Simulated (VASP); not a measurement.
A run of VASP 6.6.1:

The input INCAR:

```
SYSTEM = Fe
  ALGO = Normal
  EDIFF = 1E-7
  EDIFFG = -0.005
  ENCUT = 600
  GGA = PS
  IBRION = 2
  ISIF = 3
  ISMEAR = -1
  ISPIN = 2
  LASPH = .True.
  LCHARG = .False.
  LMAXMIX = 4
  LORBIT = 11
  LREAL = .False.
  LWAVE = .False.
  MAGMOM = 2.5
  NELM = 150
  NSW = 60
  PREC = Accurate
  PSTRESS = 15.0
  SIGMA = 0.1
```

KPOINTS

```
k-points
0
Gamma
  19 19 19
  0 0 0
```

POSCAR

```
Fe
1.0
   -1.3906980730      1.3906980730      1.3906980730
    1.3906980730     -1.3906980730      1.3906980730
    1.3906980730      1.3906980730     -1.3906980730
Fe
1
Direct
    0.0000000000      0.0000000000      0.0000000000
```

Potentials or basis: VASP PAW PBE potentials, release 64 (Fe).

The run is started by

```sh
$ cat potpaw_PBE.64/Fe/POTCAR > POTCAR
$ mpirun -np 1 vasp_std > vasp.out
```

Hardware: 1 thread of AMD EPYC 7R13 (shared host).

Estimate the wall time of this run.

It took 3.2 min on 1 thread of AMD EPYC 7R13 (shared host), peak memory 0.14 GiB. Counts: scf iterations 24, k points 220, ion steps 3.
